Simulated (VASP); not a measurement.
# Rb3Sn (Pm-3m) in VASP: further runs, part 2 of 2

VASP 6.6.1.

### Step 3. Relaxation of cell and atoms, PBE

The input, INCAR:

```
SYSTEM = Rb3Sn
PREC = Accurate
ENCUT = 600
EDIFF = 1E-6
ISMEAR = 0
SIGMA = 0.1
LREAL = .FALSE.
LASPH = .TRUE.
NELM = 80
ALGO = Fast
ISIF = 3
LWAVE = .FALSE.
LCHARG = .FALSE.
GGA = PE
IBRION = 2
NSW = 100
EDIFFG = -0.01
```

The input, KPOINTS:

```
regular mesh
0
G
  8 8 8
  0 0 0
```

The input, POSCAR:

```
Rb3Sn
1.0
    5.9688927441      0.0000000000      0.0000000000
    0.0000000000      5.9688927441      0.0000000000
    0.0000000000      0.0000000000      5.9688927441
Rb Sn
3 1
Direct
    0.0000000000      0.5000000000      0.5000000000
    0.5000000000      0.0000000000      0.5000000000
    0.5000000000      0.5000000000      0.0000000000
    0.0000000000      0.0000000000      0.0000000000
```

Potentials or basis: VASP PAW PBE potentials, release 64 (Rb_sv, Sn_d).

Started as:

```console
$ cat potpaw_PBE.64/Rb_sv/POTCAR potpaw_PBE.64/Sn_d/POTCAR > POTCAR
$ mpirun -np 1 vasp_std > vasp.out
```

OUTCAR:

```text
SYSTEM = Rb3Sn
   PREC = Accurate
   ENCUT = 600
   EDIFF = 1E-6
   ISMEAR = 0
   LREAL = .FALSE.
   LASPH = .TRUE.
   NELM = 80
   ISIF = 3
   GGA = PE
   IBRION = 2
   NSW = 100
   EDIFFG = -0.01

 ion  position               nearest neighbor table
   1  0.000  0.500  0.500-   2 4.22   3 4.22   4 4.22   3 4.22   4 4.22   2 4.22   4 4.22   4 4.22
                             2 4.22   3 4.22   3 4.22   2 4.22
   2  0.500  0.000  0.500-   1 4.22   3 4.22   4 4.22   3 4.22   4 4.22   1 4.22   3 4.22   3 4.22
                             1 4.22   4 4.22   4 4.22   1 4.22
   3  0.500  0.500  0.000-   1 4.22   2 4.22   4 4.22   1 4.22   2 4.22   2 4.22   4 4.22   2 4.22
                             1 4.22   4 4.22   1 4.22   4 4.22
   4  0.000  0.000  0.000-   1 4.22   2 4.22   3 4.22   1 4.22   2 4.22   1 4.22   3 4.22   1 4.22
                             2 4.22   3 4.22   2 4.22   3 4.22

  LATTYP: Found a simple cubic cell.
 ALAT       =     5.9688927441

  Lattice vectors:

 A1 = (   5.9688927441,   0.0000000000,   0.0000000000)
 A2 = (   0.0000000000,   5.9688927441,   0.0000000000)
 A3 = (   0.0000000000,   0.0000000000,   5.9688927441)

Analysis of symmetry for initial positions (statically):
=====================================================================
 Subroutine PRICEL returns:
 Original cell was already a primitive cell.

 Routine SETGRP: Setting up the symmetry group for a
 simple cubic supercell.

 Subroutine GETGRP returns: Found 48 space group operations
 (whereof 48 operations were pure point group operations)
 out of a pool of 48 trial point group operations.

The static configuration has the point symmetry O_h .

Analysis of symmetry for dynamics (positions and initial velocities):
=====================================================================
 Subroutine PRICEL returns:
[... 187 lines left out ...]
      0.00000      2.98445      2.98445         0.000000      0.000000      0.000000
      2.98445      0.00000      2.98445         0.000000      0.000000      0.000000
      2.98445      2.98445      0.00000         0.000000      0.000000      0.000000
      0.00000      0.00000      0.00000         0.000000      0.000000      0.000000
 -----------------------------------------------------------------------------------
    total drift:                                0.000000      0.000000     -0.000000

  FREE ENERGIE OF THE ION-ELECTRON SYSTEM (eV)
  ---------------------------------------------------
  free  energy   TOTEN  =        -6.3632435864 eV

  energy  without entropy=       -6.3288046943  energy(sigma->0) =       -6.34602414

--------------------------------------- Ionic step        2  -------------------------------------------

 number of electron      40.9999998 magnetization

 Free energy of the ion-electron system (eV)
  ---------------------------------------------------
  ext. energy  EPLUGINS =         0.00000000
  ---------------------------------------------------
  free energy    TOTEN  =        -6.36331962 eV

  energy without entropy =       -6.32887840  energy(sigma->0) =       -6.34609901

 E-fermi :   1.3778     XC(G=0):  -7.0062

 val. band max:        1.3726800918   @ k =   0.5000   0.5000   0.0000
 cond. band min:       1.3836380202   @ k =   0.2500   0.1250   0.1250
 fundamental gap:      0.0109579284
 Fermi energy:         1.3777703981

 k-point     1 :       0.0000    0.0000    0.0000
  band No.  band energies     occupation
      1     -27.0851      2.00000
      2     -27.0426      2.00000
      3     -27.0426      2.00000
      4     -19.3724      2.00000
      5     -19.3724      2.00000
      6     -19.3724      2.00000
[... 637 lines left out ...]
     23       3.4450      0.00000
     24       3.5472      0.00000

 [... further k-points ...]
[... 5 lines left out ...]
  --------------------------------------------------------------------------------------
  -------------------------------------------------------------------------------------
  Total        0.0331801      0.0331801      0.0331801     -0.0000000     -0.0000000      0.0000000
  in kB        0.2495146      0.2495146      0.2495146     -0.0000000     -0.0000000      0.0000000
  external PRESSURE =       0.2495146 kB  Pullay stress =       0.0000000 kB

 VOLUME and BASIS-vectors are now :
 -----------------------------------------------------------------------------
  energy-cutoff  :      600.00
  volume of cell :      213.06
      direct lattice vectors                 reciprocal lattice vectors
     5.972610747 -0.000000000  0.000000000     0.167430968  0.000000000 -0.000000000
    -0.000000000  5.972610747 -0.000000000     0.000000000  0.167430968 -0.000000000
     0.000000000  0.000000000  5.972610747    -0.000000000  0.000000000  0.167430968

 POSITION                                       TOTAL-FORCE (eV/Angst)
 -----------------------------------------------------------------------------------
      0.00000      2.98631      2.98631         0.000000     -0.000000      0.000000
      2.98631      0.00000      2.98631         0.000000      0.000000      0.000000
      2.98631      2.98631      0.00000        -0.000000     -0.000000      0.000000
      0.00000      0.00000      0.00000         0.000000     -0.000000      0.000000
 -----------------------------------------------------------------------------------
    total drift:                                0.000000      0.000000     -0.000000

  FREE ENERGIE OF THE ION-ELECTRON SYSTEM (eV)
  ---------------------------------------------------
  free  energy   TOTEN  =        -6.3633196234 eV

  energy  without entropy=       -6.3288783989  energy(sigma->0) =       -6.34609901

 reached required accuracy - stopping structural energy minimisation
```

OSZICAR:

```text
N       E                     dE             d eps       ncg     rms          rms(c)
DAV:   1     0.370124585687E+03    0.37012E+03   -0.19228E+04  1680   0.170E+03
[... 22 lines left out ...]
RMM:   2    -0.636354428678E+01    0.85115E-03   -0.16640E-03  1774   0.375E-01    0.758E-02
RMM:   3    -0.636332079998E+01    0.22349E-03   -0.10285E-03  1777   0.269E-01    0.132E-02
RMM:   4    -0.636332104368E+01   -0.24370E-06   -0.11462E-04  2091   0.857E-02    0.430E-03
RMM:   5    -0.636332209070E+01   -0.10470E-05   -0.32949E-05  2268   0.363E-02    0.339E-03
RMM:   6    -0.636332074628E+01    0.13444E-05   -0.79889E-06  1457   0.184E-02    0.174E-03
RMM:   7    -0.636331953039E+01    0.12159E-05   -0.36226E-06  1185   0.122E-02    0.135E-03
RMM:   8    -0.636331962342E+01   -0.93028E-07   -0.19718E-06  1075   0.962E-03
   2 F= -.63633196E+01 E0= -.63460990E+01  d E =-.760371E-04
```

CONTCAR:

```text
Rb3Sn
   1.00000000000000
     5.9726107469533822   -0.0000000000000000    0.0000000000000000
    -0.0000000000000000    5.9726107469533822   -0.0000000000000000
     0.0000000000000000    0.0000000000000000    5.9726107469533822
  Rb              Sn
     3     1
Direct
     0.0000000000000000    0.5000000000000000    0.5000000000000000
     0.5000000000000000    0.0000000000000000    0.5000000000000000
     0.5000000000000000    0.5000000000000000    0.0000000000000000
     0.0000000000000000    0.0000000000000000    0.0000000000000000

  0.00000000E+00  0.00000000E+00  0.00000000E+00
  0.00000000E+00  0.00000000E+00  0.00000000E+00
  0.00000000E+00  0.00000000E+00  0.00000000E+00
  0.00000000E+00  0.00000000E+00  0.00000000E+00
```

Wall time 7 min (1 thread of Intel Xeon Platinum 8259CL at 2.50GHz (Skylake/Cascade Lake), shared host); peak memory 0.47 GiB.

What came out:

```yaml
Free_energy: -6.3633 eV
Relaxed_volume: 53.26 Å³/atom
Relaxed_cell: a = 5.973 Å, b = 5.973 Å, c = 5.973 Å, α = 90.00°, β = 90.00°, γ = 90.00°
Space_group_after_relaxing_to_0.1_Å: Pm-3m (No. 221)
Energy_gained_by_relaxing: 0.0 meV/atom
Ionic_steps: 2
Pressure_after_relaxing: 0.0 GPa
Band_gap_on_the_k_mesh: zero (an odd number of electrons rules out a gap without spin polarisation)
```

Final structure:
```
CELL_PARAMETERS angstrom
5.97261 0.00000 0.00000
0.00000 5.97261 0.00000
0.00000 0.00000 5.97261
ATOMIC_POSITIONS crystal
Rb 0.00000 0.50000 0.50000
Rb 0.50000 0.00000 0.50000
Rb 0.50000 0.50000 0.00000
Sn 0.00000 0.00000 0.00000
```

Caveat: spin-orbit coupling is left out, which moves the levels of the heavy elements.
